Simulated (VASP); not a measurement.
# SnC4 (P-3m1) in VASP: relaxation of shape and atoms at fixed volume with PBE

Aim: the relaxation of shape and atoms at fixed volume of SnC4 with PBE.

Everything below comes from runs of VASP 6.6.1. Logs are shortened: lines on timing, memory, paths and dates and some standing lists are left out, and cuts for length are marked.

**1. The cell of the first run**

Symmetry: P-3m1, No. 164, trigonal system. The conventional cell has a = 4.326 Å, b = 4.326 Å, c = 16.517 Å, α = 90.00°, β = 90.00°, γ = 120.00°. Within 3.9 Å of Sn (site symmetry -3m) lie 6 Sn at 2.97 Å. Within 3.9 Å of Sn (site symmetry 3m) lie 3 Sn at 2.97 Å. C (site symmetry 1) has 3 C at 1.44 Å within 1.9 Å.

**2. Relaxation of shape and atoms at fixed volume, PBE (17.85 Å³/atom)**

File INCAR:

```
SYSTEM = SnC4
PREC = Accurate
ENCUT = 600
EDIFF = 1E-7
ISMEAR = 0
SIGMA = 0.1
LREAL = .FALSE.
LASPH = .TRUE.
NELM = 120
ALGO = Normal
ISIF = 4
LWAVE = .FALSE.
LCHARG = .FALSE.
GGA = PE
IBRION = 2
NSW = 50
EDIFFG = -0.01
GGA_COMPAT = .FALSE.
NELMIN = 4
```

File KPOINTS:

```
Automatic mesh
0
G
  12 12 2
  0 0 0
```

File POSCAR:

```
SnC4
1.0
    4.3260766873      0.0000000000      0.0000000000
   -2.1630383437      3.7464923099      0.0000000000
    0.0000000000      0.0000000000     16.5167285290
Sn C
3 12
Direct
    0.0000000000      0.0000000000      0.5000000000
    0.6666666667      0.3333333333      0.5972294867
    0.3333333333      0.6666666667      0.4027705133
   -0.0000011945      0.3333384552      0.1445446263
    0.3333396498      0.3333384552      0.1445446263
    0.3333396498      1.0000011945      0.1445446263
    0.6666615448      1.0000011945      0.1445446263
    0.6666615448      0.6666603502      0.1445446263
   -0.0000011945      0.6666603502      0.1445446263
    0.3333384552      0.3333396498      0.8554553737
    0.3333384552     -0.0000011945      0.8554553737
    1.0000011945      0.3333396498      0.8554553737
    0.6666603502     -0.0000011945      0.8554553737
    0.6666603502      0.6666615448      0.8554553737
    1.0000011945      0.6666615448      0.8554553737
```

Potentials or basis: VASP PAW PBE potentials, release 64 (Sn_d, C).

Started as:

```
cat potpaw_PBE.64/Sn_d/POTCAR potpaw_PBE.64/C/POTCAR > POTCAR
mpirun -np 1 vasp_std > vasp.out
```

OUTCAR:

```text
SYSTEM = SnC4
   PREC = Accurate
   ENCUT = 600
   EDIFF = 1E-7
   ISMEAR = 0
   LREAL = .FALSE.
   LASPH = .TRUE.
   NELM = 120
   ISIF = 4
   GGA = PE
   IBRION = 2
   NSW = 50
   EDIFFG = -0.01
   NELMIN = 4

 ion  position               nearest neighbor table
   1  0.000  0.000  0.500-   2 2.97   3 2.97   2 2.97   3 2.97   2 2.97   3 2.97
   2  0.667  0.333  0.597-   1 2.97   1 2.97   1 2.97
   3  0.333  0.667  0.403-   1 2.97   1 2.97   1 2.97
   4  1.000  0.333  0.145-   9 1.44   7 1.44   5 1.44
   5  0.333  0.333  0.145-   8 1.44   6 1.44   4 1.44
   6  0.333  0.000  0.145-   7 1.44   5 1.44   9 1.44
   7  0.667  0.000  0.145-   6 1.44   4 1.44   8 1.44
   8  0.667  0.667  0.145-   5 1.44   9 1.44   7 1.44
   9  1.000  0.667  0.145-   4 1.44   8 1.44   6 1.44
  10  0.333  0.333  0.855-  14 1.44  12 1.44  11 1.44
  11  0.333  1.000  0.855-  13 1.44  15 1.44  10 1.44
  12  0.000  0.333  0.855-  15 1.44  10 1.44  13 1.44
  13  0.667  1.000  0.855-  11 1.44  14 1.44  12 1.44
  14  0.667  0.667  0.855-  10 1.44  13 1.44  15 1.44
  15  0.000  0.667  0.855-  12 1.44  11 1.44  14 1.44

  LATTYP: Found a hexagonal cell.
 ALAT       =     4.3260766873
 C/A-ratio  =     3.8179463109

  Lattice vectors:

 A1 = (   4.3260766873,   0.0000000000,   0.0000000000)
 A2 = (  -2.1630383437,   3.7464923099,   0.0000000000)
 A3 = (   0.0000000000,   0.0000000000,  16.5167285290)

Analysis of symmetry for initial positions (statically):
=====================================================================
 Subroutine PRICEL returns:
 Original cell was already a primitive cell.

 Routine SETGRP: Setting up the symmetry group for a
 hexagonal supercell.

 Subroutine GETGRP returns: Found 12 space group operations
 (whereof 12 operations were pure point group operations)
 out of a pool of 24 trial point group operations.

The static configuration has the point symmetry D_3d.

Analysis of symmetry for dynamics (positions and initial velocities):
=====================================================================
 Subroutine PRICEL returns:
 Original cell was already a primitive cell.

 Routine SETGRP: Setting up the symmetry group for a
 hexagonal supercell.

 Subroutine GETGRP returns: Found 12 space group operations
 (whereof 12 operations were pure point group operations)
 out of a pool of 24 trial point group operations.

[... 146 lines left out ...]
     AMIX_MAG =   1.60;   BMIX_MAG =  1.00
  volume/ion in A,a.u.               =      17.85       120.43
  Fermi-wavevector in a.u.,A,eV,Ry     =   1.138347  2.151164 17.630888  1.295834
  Thomas-Fermi vector in A             =   2.275051
   LORBIT       =      0    0 simple, 1 ext, 2 COOP (PROOUT), +10 PAW based schemes
   GGA     = PE    functional components
   LHFCALC =     F    Hartree Fock is set to
   AEXX    =    0.0000 exact exchange contribution
   IVDW    =     0    specifies the selected vdW correction
   LEPSILON=     F    determine dielectric tensor
   LRPA    =     F    only Hartree local field effects (RPA)
 conjugate gradient relaxation of ions
 non-spin polarized calculation
 Gauss-broadening in eV      SIGMA  =   0.10
  energy-cutoff  :      600.00
  volume of cell :      267.70
 maximum number of plane-waves:      8980
 NGX is ok and might be reduce to    36
   NGX = 17   NGY = 17   NGZ = 65

--------------------------------------- Ionic step        1  -------------------------------------------

 number of electron      90.0000002 magnetization

 Free energy of the ion-electron system (eV)
  ---------------------------------------------------
  ext. energy  EPLUGINS =         0.00000000
  ---------------------------------------------------
  free energy    TOTEN  =      -121.02454827 eV

  energy without entropy =     -121.01559410  energy(sigma->0) =     -121.02007119

------------------------ aborting loop because EDIFF is reached ----------------------------------------

  FORCE on cell =-STRESS in cart. coord.  units (eV):
  Direction    XX          YY          ZZ          XY          YZ          ZX
  --------------------------------------------------------------------------------------
  -------------------------------------------------------------------------------------
  Total       -8.5003487     -8.5003487     -0.8851954      0.0000000      0.0000000      0.0000000
  in kB      -50.8749779    -50.8749779     -5.2979349      0.0000000      0.0000000      0.0000000
  external PRESSURE =     -35.6826302 kB  Pullay stress =       0.0000000 kB
[... 128 lines left out ...]
  FREE ENERGIE OF THE ION-ELECTRON SYSTEM (eV)
  ---------------------------------------------------
  free  energy   TOTEN  =      -121.1012504725 eV

  energy  without entropy=     -121.0911253594  energy(sigma->0) =     -121.09618792

[... ionic steps 4 to 8 ...]

--------------------------------------- Ionic step        9  -------------------------------------------

 number of electron      90.0000010 magnetization

------------------------ aborting loop because EDIFF is reached ----------------------------------------
[... 93 lines left out ...]
--------------------------------------- Ionic step       11  -------------------------------------------

 number of electron      90.0000010 magnetization

 Free energy of the ion-electron system (eV)
  ---------------------------------------------------
  ext. energy  EPLUGINS =         0.00000000
  ---------------------------------------------------
  free energy    TOTEN  =      -121.10470039 eV

  energy without entropy =     -121.09577929  energy(sigma->0) =     -121.10023984

 E-fermi :   3.3675     XC(G=0):  -8.1479

 val. band max:        3.3432848565   @ k =   0.0000   0.0000   0.0000
 cond. band min:       3.4047976059   @ k =   0.0000   0.0000   0.5000
 fundamental gap:      0.0615127493
 Fermi energy:         3.3675156563

 k-point     1 :       0.0000    0.0000    0.0000
  band No.  band energies     occupation
      1     -18.6182      2.00000
      2     -18.6182      2.00000
      3     -18.5093      2.00000
      4     -18.4965      2.00000
      5     -18.4965      2.00000
      6     -18.4877      2.00000
[... 1357 lines left out ...]
     53       7.0625      0.00000
     54       7.2435      0.00000

 [... further k-points ...]

------------------------ aborting loop because EDIFF is reached ----------------------------------------

  FORCE on cell =-STRESS in cart. coord.  units (eV):
  Direction    XX          YY          ZZ          XY          YZ          ZX
  --------------------------------------------------------------------------------------
  -------------------------------------------------------------------------------------
  Total       -0.4459173     -0.4459173     -0.3595184      0.0000000      0.0000000      0.0000000
  in kB       -2.6688356     -2.6688356     -2.1517344      0.0000000      0.0000000      0.0000000
  external PRESSURE =      -2.4964685 kB  Pullay stress =       0.0000000 kB
[... 30 lines left out ...]
  FREE ENERGIE OF THE ION-ELECTRON SYSTEM (eV)
  ---------------------------------------------------
  free  energy   TOTEN  =      -121.1047003919 eV

  energy  without entropy=     -121.0957792934  energy(sigma->0) =     -121.10023984

 reached required accuracy - stopping structural energy minimisation
```

CONTCAR:

```text
SnC4
   1.00000000000000
     4.2859897324312284    0.0000000000025939   -0.0000000000000000
    -2.1429948662629039    3.7117759886241108    0.0000000000000000
    -0.0000000000000002    0.0000000000000000   16.8271360360081808
  Sn              C
     3    12
Direct
     0.0000000000000000    0.0000000000000000    0.5000000000000000
[... 19 lines left out ...]
  0.00000000E+00  0.00000000E+00  0.00000000E+00
  0.00000000E+00  0.00000000E+00  0.00000000E+00
  0.00000000E+00  0.00000000E+00  0.00000000E+00
  0.00000000E+00  0.00000000E+00  0.00000000E+00
  0.00000000E+00  0.00000000E+00  0.00000000E+00
  0.00000000E+00  0.00000000E+00  0.00000000E+00
  0.00000000E+00  0.00000000E+00  0.00000000E+00
  0.00000000E+00  0.00000000E+00  0.00000000E+00
  0.00000000E+00  0.00000000E+00  0.00000000E+00
  0.00000000E+00  0.00000000E+00  0.00000000E+00
  0.00000000E+00  0.00000000E+00  0.00000000E+00
```

It took 2.3 h on 1 thread of Intel Xeon 8259CL, shared host; peak memory 0.81 GiB.

What came out:

```
Free energy               : -121.1047 eV
Energy gained by relaxing : 5.3 meV/atom
Ionic steps               : 11
Pressure after relaxing   : -0.2 GPa
Band gap on the k mesh    : zero (bands 45 and 46 overlap by 0.33 eV)
```

Forces in eV/Å, atoms in the order of the input:
```
Sn   0.000  0.000  0.000
Sn   0.000  0.000 -0.001
Sn   0.000  0.000  0.001
C    0.001 -0.002  0.001
C   -0.001 -0.002  0.001
C   -0.002  0.000  0.001
C    0.002  0.000  0.001
C    0.001  0.002  0.001
C   -0.001  0.002  0.001
C   -0.001 -0.002 -0.001
C   -0.002  0.000 -0.001
C    0.001 -0.002 -0.001
C    0.002  0.000 -0.001
C    0.001  0.002 -0.001
C   -0.001  0.002 -0.001
```

Step by step:
```
step  energy change (eV)  largest force (eV/Å)  pressure (GPa)  volume (Å³)
   1              0.0000                0.1795           -3.57       267.70
   2             -0.0745                0.1171           -0.91       267.70
   3             -0.0767                0.1044           -0.36       267.70
   4             -0.0767                0.1059           -0.42       267.70
   5             -0.0777                0.0886           -0.40       267.70
   6             -0.0796                0.0415           -0.33       267.70
   7             -0.0789                0.0672           -0.18       267.70
   8             -0.0801                0.0185           -0.27       267.70
   9             -0.0801                0.0194           -0.27       267.70
  10             -0.0789                0.1252           -0.16       267.70
  11             -0.0802                0.0022           -0.25       267.70
```

Final structure:
```
Sn C
1.0
     4.28599    0.00000    0.00000
    -2.14299    3.71178    0.00000
     0.00000    0.00000   16.82714
Sn C
3 12
Direct
  0.00000 0.00000 0.50000
  0.66667 0.33333 0.59467
  0.33333 0.66667 0.40533
  0.00000 0.33334 0.14455
  0.33334 0.33334 0.14455
  0.33334 0.00000 0.14455
  0.66666 0.00000 0.14455
  0.66666 0.66666 0.14455
  0.00000 0.66666 0.14455
  0.33334 0.33334 0.85545
  0.33334 0.00000 0.85545
  0.00000 0.33334 0.85545
  0.66666 0.00000 0.85545
  0.66666 0.66666 0.85545
  0.00000 0.66666 0.85545
```

Caveat: semilocal functionals underestimate gaps, and a narrow one can read as zero; spin-orbit coupling is left out, which moves the levels of the heavy elements; this functional lacks dispersion, which binds layers or chains, so the pressure and a relaxed spacing across them are unreliable.

The gap in the log of VASP goes by the Fermi energy; the results here count the filled bands.